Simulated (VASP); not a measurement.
Here is a VASP 6.6.1 calculation.

Contents of INCAR:

```
SYSTEM = GaAs
PREC = Accurate ; ENCUT = 510
EDIFF = 1E-8 ; ISMEAR = 0
SIGMA = 0.01 ; LREAL = .FALSE.
LASPH = .TRUE. ; NELM = 120
ALGO = Normal ; ISIF = 2
LWAVE = .FALSE. ; LCHARG = .FALSE.
GGA = PS ; IBRION = 8
NSW = 1 ; LEPSILON = .TRUE.
GGA_COMPAT = .FALSE.
```

Contents of KPOINTS:

```
Automatic mesh
0
G
  8 8 8
  0 0 0
```

The input POSCAR:

```
GaAs
1.0
    0.0000000000      2.8289763870      2.8289763870
    2.8289763870      0.0000000000      2.8289763870
    2.8289763870      2.8289763870      0.0000000000
Ga As
1 1
Direct
    0.0000000000      0.0000000000      0.0000000000
    0.7500000000      0.7500000000      0.7500000000
```

Potentials or basis: VASP PAW PBE potentials, release 64 (Ga_d, As_d).

Run with:

```bash
$ cat potpaw_PBE.64/Ga_d/POTCAR potpaw_PBE.64/As_d/POTCAR > POTCAR
$ mpirun -np 1 vasp_std > vasp.out
```

Task: Estimate the electronic dielectric tensor (diagonal).

Result: 39.85.

Task: What does it give for the Born charges (mean of the diagonal)?

Result: Ga +2.33; As -2.33 e.

Task: Estimate the highest phonon frequency at Γ, LO-TO splitting left out.

Result: 263 cm⁻¹.

Electronic dielectric tensor:
```
39.85  0.00  0.00
 0.00 39.85  0.00
 0.00  0.00 39.85
```
